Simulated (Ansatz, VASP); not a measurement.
**One calculation of InSb, two programs**

INCAR

```
PREC = Accurate
ENCUT = 520
EDIFF = 1E-6
ISMEAR = -1
SIGMA = 0.03
LREAL = False
LASPH = True
NELM = 60
ALGO = Normal
ISIF = 2
LWAVE = False
LCHARG = False
GGA = PE
NBANDS = 16
```

File KPOINTS:

```
Automatic mesh
0
Gamma
  10 10 10
```

The input POSCAR:

```
InSb
1.0
    0.0000000000      3.2391000000      3.3362730000
    3.2391000000      0.0000000000      3.3362730000
    3.2391000000      3.2391000000      0.0000000000
In Sb
1 1
Direct
    0.0000000000      0.0000000000      0.0000000000
    0.7500000000      0.7500000000      0.7500000000
```

Input for Ansatz:

```yaml
crystal:
  lattice:
    - [0.0, 3.2391, 3.336273]
    - [3.2391, 0.0, 3.336273]
    - [3.2391, 3.2391, 0.0]
  atoms:
    - { symbol: In, position: [0.0, 0.0, 0.0] }
    - { symbol: Sb, position: [0.75, 0.75, 0.75] }
kpoints:
  mp_grid: { grid: [10, 10, 10] }
  band_path:
    path:
      - [0.0, 0.0, 0.0]
      - [0.5, 0.0, 0.5]
      - [0.75, 0.25, 0.5]
      - [0.5, 0.5, 0.5]
      - [0.0, 0.0, 0.0]
      - [0.5, 0.5, 0.0]
      - [0.6321755114, 0.6321755114, 0.2643510227]
      - [0.3678244886, 0.3678244886, 0.7356489773]
      - [0.0, 0.0, 0.0]
    npoints: 5
scf:
  occupations: { method: fermi_dirac, width: 0.03 }
hamiltonian:
  xc: pbe
  pseudopotentials: { kind: all_electron, lapw: { basis_error: 0.00025 } }
output:
  forces: true
  stress: true
  eigenvalues: true
```

Change from the starting cell: zz strain of +3 %.

Alike in both runs: task single point; functional PBE; k mesh 10 × 10 × 10; occupations fermi-dirac, width 0.03 eV; no spin polarisation.

```csv
,VASP,Ansatz
version,VASP 6.6.1,Ansatz 0.2.0
potentials or method,"VASP PAW PBE potentials, release 64 (In_d, Sb), cutoff 520 eV","all-electron LAPW, scalar-relativistic"
```

```csv
,VASP,Ansatz,Ansatz less VASP
pressure (GPa),1.7,1.7,+0.03
"traceless stress, the component that is largest in VASP (GPa)",-0.54,-0.54,+0.001
```

Ansatz ran all-electron here, and VASP with PAW potentials.

Spin-orbit coupling is off throughout.
